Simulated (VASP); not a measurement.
Write the native input for VASP 6.6.1 that does the following.

| Property | Result |
| --- | --- |
| Task | single point |
| Functional | PBE |
| Potentials or basis | VASP PAW PBE potentials, release 64 (Al, B, Ru_pv) |
| Cutoff | 520 eV |
| k mesh | 4 × 4 × 4 |
| Occupations | gaussian, width 0.1 eV |
| Spin | collinear spin, ferromagnetic start |
| Starting moments | [0.0, 0.0, 0.0, 1.0, 1.0, 1.0] μB |
| Dipole correction | no |
| Further INCAR settings | ALGO = Normal; EDIFF = 1e-07; NBANDS = 38 |

The structure of AlB2Ru3 lies in POSCAR:

```
AlB2Ru3
1.0
    3.8332263781      0.0000000000      0.0000000000
    0.0000000000      3.8332263781      0.0000000000
    0.0000000000      0.0000000000      7.1811454683
Al B Ru
1 2 3
Direct
    0.5000000000      0.5000000000      0.0000000000
    0.5000000000      0.0000000000      0.5000000000
    0.0000000000      0.5000000000      0.5000000000
    0.0000000000      0.0000000000      0.5000000000
    0.0000000000      0.0000000000      0.8457348657
    0.0000000000      0.0000000000      0.1542651343
```

The cell was built from a structure type or drawn by symmetry, and may not be a known phase.

One way to write it, as run:

INCAR

```
SYSTEM = AlB2Ru3
  ALGO = Normal
  EDIFF = 1E-7
  ENCUT = 520
  GGA = PE
  ISIF = 2
  ISMEAR = 0
  ISPIN = 2
  LASPH = .TRUE.
  LCHARG = .TRUE.
  LELF = .TRUE.
  LMAXMIX = 4
  LORBIT = 11
  LREAL = .FALSE.
  LVHAR = .TRUE.
  LWAVE = .FALSE.
  MAGMOM = 0 0 0 1 1 1
  NBANDS = 38
  NELM = 150
  PREC = Accurate
  SIGMA = 0.1
```

KPOINTS

```
k-points
0
G
  4 4 4
  0 0 0
```

Potentials or basis: VASP PAW PBE potentials, release 64 (Al, B, Ru_pv).

Command:

```sh
$ cat potpaw_PBE.64/Al/POTCAR potpaw_PBE.64/B/POTCAR potpaw_PBE.64/Ru_pv/POTCAR > POTCAR
$ mpirun -np 1 vasp_std > vasp.out
```

Results of the run:

| Item | Value |
| --- | --- |
| Pressure | 0.2 GPa |
| Largest force | 0.198 eV/Å |
| Net moment | 0.00 μB per cell |
| Valence electrons inside the program's atomic spheres | Al 0.68; B 1.71; Ru 13.44, 12.55 (each value once) |

Caveat: the k points lie up to 0.41 Å⁻¹ apart.

Wall time 120 s on 1 thread of AMD EPYC 7R13 Processor (Zen 3) (shared host), peak memory 0.28 GiB.
